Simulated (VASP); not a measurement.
Crystal: BP (rocksalt type).

```
B P
1.0
     0.00000    2.23228    2.23228
     2.23228    0.00000    2.23228
     2.23228    2.23228    0.00000
B P
1 1
Direct
  0.00000 0.00000 0.00000
  0.50000 0.50000 0.50000
```

| Property | Result |
| --- | --- |
| Program | VASP 6.6.1 |
| Task | relaxation of cell and atoms |
| Functional | PBE |
| Potentials or basis | VASP PAW PBE potentials, release 64 (B, P) |
| Cutoff | 600 eV |
| k mesh | 16 × 16 × 16 |
| Occupations | fermi-dirac, width 0.05 eV |
| Spin | no spin polarisation |

At the start: pressure -13.3 GPa; volume 11.12 Å³/atom.

Where does the relaxation end?

Over 3 steps the energy falls by 48.0 meV/atom and the volume is 10.06 Å³/atom (-9.6 %); space group Fm-3m (No. 225, to 0.05 Å).

Step by step:
```csv
step,energy change (eV),largest force (eV/Å),pressure (GPa),volume (Å³)
1,0.0000,0.0000,-13.29,22.25
2,-0.0823,0.0000,6.38,19.41
3,-0.0961,0.0000,0.01,20.12
```

Final structure:
```xyz
2
Lattice="0.0000 2.1587 2.1587 2.1587 0.0000 2.1587 2.1587 2.1587 0.0000" Properties=species:S:1:pos:R:3 pbc="T T T"
B     0.0000    0.0000    0.0000
P     2.1587    2.1587    2.1587
```
